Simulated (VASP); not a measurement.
Input of a VASP 6.6.1 run:

INCAR

```
SYSTEM = Nb
PREC = Accurate
ENCUT = 520
EDIFF = 1E-6
ISMEAR = -1
SIGMA = 0.05
LREAL = .False.
LASPH = .True.
NELM = 80
ALGO = Normal
ISIF = 2
LWAVE = .False.
LCHARG = .False.
LDIPOL = .True.
IDIPOL = 3
DIPOL = 0.5 0.5 0.500
GGA = PE
NBANDS = 34
```

Contents of KPOINTS:

```
regular mesh
0
Gamma
  10 10 1
  0 0 0
```

POSCAR

```
Nb
1.0
    3.3112325450      0.0000000000      0.0000000000
    0.0000000000      3.3112325450      0.0000000000
    0.0000000000      0.0000000000     13.6584000000
Nb
4
Direct
    0.2500000000      0.2500000000      0.3294689767
    0.7500000000      0.7500000000      0.4393718977
    0.2500000000      0.2500000000      0.5606280816
    0.7500000000      0.7500000000      0.6705310233
```

Potentials or basis: VASP PAW PBE potentials, release 64 (Nb_sv).

Launch:

```bash
$ cat potpaw_PBE.64/Nb_sv/POTCAR > POTCAR
$ mpirun -np 1 vasp_std > vasp.out
```

(1) Predict the largest force.

(2) What does it give for the band gap on the k mesh?

## Answers

(1) 0.013 eV/Å.

(2) zero (bands 26 and 27 overlap by 0.33 eV).
